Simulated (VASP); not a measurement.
Here is a VASP 6.6.1 calculation.

File INCAR:

```
  PREC = Accurate
  ENCUT = 520
  EDIFF = 1E-6
  ISMEAR = -1
  SIGMA = 0.05
  LREAL = False
  LASPH = True
  NELM = 60
  ALGO = Normal
  ISIF = 2
  LWAVE = False
  LCHARG = True
  GGA = CA
  LELF = True
  LVHAR = True
  NBANDS = 19
```

File KPOINTS:

```
Automatic mesh
0
Gamma
  8 8 4
```

POSCAR

```
TiTe2
1.0
    3.8267030682      0.0000000000      0.0000000000
   -1.9133515341      3.3140220698      0.0000000000
    0.0000000000      0.0000000000      6.5835098060
Te Ti
2 1
Direct
    0.3333333333      0.6666666667      0.7372000000
    0.6666666667      0.3333333333      0.2628000000
    0.0000000000      0.0000000000      0.0000000000
```

Potentials or basis: VASP PAW LDA potentials, release 64 (Te, Ti_sv).

Command:

```sh
$ cat potpaw_LDA.64/Te/POTCAR potpaw_LDA.64/Ti_sv/POTCAR > POTCAR
$ mpirun -np 1 vasp_std > vasp.out
```

Problem. Estimate the band gap on the k mesh.

Solution. Zero (band 12 reaches 6.54 eV, above the bottom of band 13 at 5.93 eV).

Problem. What does it give for the pressure?

Solution. -6.1 GPa.

Forces on the atoms (eV/Å):
```
Te   0.000  0.000  0.578
Te   0.000  0.000 -0.578
Ti   0.000  0.000  0.000
```

Caveat: spin-orbit coupling is left out, which moves the levels of the heavy elements.
